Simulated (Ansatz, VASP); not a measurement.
BN: VASP beside Ansatz

```xyz
4
Lattice="2.5539 0.0000 0.0000 -1.2770 2.2118 0.0000 0.0000 0.0000 4.2269" Properties=species:S:1:pos:R:3 pbc="T T T"
B     1.2770    1.1873    4.4507
B     0.0000    1.4745    2.1123
N     1.2770    0.7373    2.6430
N     0.0000    1.4745    0.5295
```

Alike in both runs: task single point; functional PBE; k mesh 12 × 12 × 6; occupations gaussian, width 0.05 eV; no spin polarisation.

|  | VASP | Ansatz |
| --- | --- | --- |
| version | VASP 6.6.1 | Ansatz 0.2.0 |
| potentials or method | VASP PAW PBE potentials, release 64 (B, N), cutoff 520 eV | scalar-relativistic, plane waves, PAW |
| valence electrons in the cell | 16 | 16 |

|  | VASP | Ansatz | Ansatz less VASP |
| --- | --- | --- | --- |
| gap on the k mesh at the Fermi level (eV) | 3.02 | 3.03 | +0.005 |
| least direct gap on the mesh (eV) | 5.23 | 5.24 | +0.007 |
| rms of the force components (eV/Å) | 3.099 | 3.108 | +0.0092 |

Atom by atom the forces differ by 0.013 eV/Å (rms over components).
